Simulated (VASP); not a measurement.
# Ga4Sb3As: single point with PBE

Ga4Sb3As:

```
CELL_PARAMETERS angstrom
4.24883 0.00000 0.00000
-2.12442 3.67960 0.00000
0.00000 0.00000 13.98693
ATOMIC_POSITIONS crystal
As 0.66667 0.33333 0.99986
Sb 0.66667 0.33333 0.49959
Sb 0.33333 0.66667 0.75592
Sb 0.33333 0.66667 0.24317
Ga 0.66667 0.33333 0.82324
Ga 0.66667 0.33333 0.30969
Ga 0.33333 0.66667 0.56645
Ga 0.33333 0.66667 0.05208
```

* Program: VASP 6.6.1
* Task: single point
* Functional: PBE
* Potentials or basis: VASP PAW PBE potentials, release 64 (As, Sb, Ga_d)
* Cutoff: 520 eV
* k mesh: 12 × 12 × 2
* Occupations: fermi-dirac, width 0.02 eV
* Spin: no spin polarisation
* Dipole correction: no
* Further INCAR settings: ALGO = Normal; EDIFF = 1e-07; NBANDS = 46

```json
{"Pressure": "2.1 GPa", "Largest force": "0.061 eV/Å", "Band gap on the k mesh": "zero (bands 36 and 37 overlap by 0.14 eV)"}
```

Forces on the atoms (eV/Å):
```
As   0.000  0.000  0.033
Sb   0.000  0.000 -0.001
Sb   0.000  0.000  0.002
Sb   0.000  0.000 -0.023
Ga   0.000  0.000 -0.061
Ga   0.000  0.000  0.014
Ga   0.000  0.000 -0.011
Ga   0.000  0.000  0.047
```

Stress tensor (GPa, compression positive):
```
2.03 0.00 0.00
0.00 2.03 0.00
0.00 0.00 2.23
```

Levels at points of the mesh, in eV from the Fermi level:
| k point | band 33 | band 34 | band 35 | band 36 | band 37 | band 38 | band 39 | band 40 |
| --- | --- | --- | --- | --- | --- | --- | --- | --- |
| (0.00, 0.00, 0.00) | -0.57 | -0.57 | -0.33 | 0.05 | 0.05 | 0.45 | 0.90 | 1.18 |
| (0.50, 0.00, 0.00) | -2.21 | -2.17 | -1.97 | -1.25 | 0.55 | 0.83 | 0.90 | 1.67 |
| (0.00, 0.00, 0.50) | -0.35 | -0.35 | -0.27 | -0.09 | -0.09 | 0.68 | 1.22 | 1.57 |
| (0.50, 0.00, 0.50) | -2.10 | -1.93 | -1.64 | -1.44 | 0.55 | 0.87 | 0.99 | 1.08 |

It took 6.8 min on 1 thread of Intel(R) Xeon(R) Platinum 8259CL CPU @ 2.50GHz (Skylake/Cascade Lake), on a shared host, peak memory 0.53 GiB.

Caveat: semilocal functionals underestimate gaps, and a narrow one can read as zero; spin-orbit coupling is left out, which moves the levels of the heavy elements.
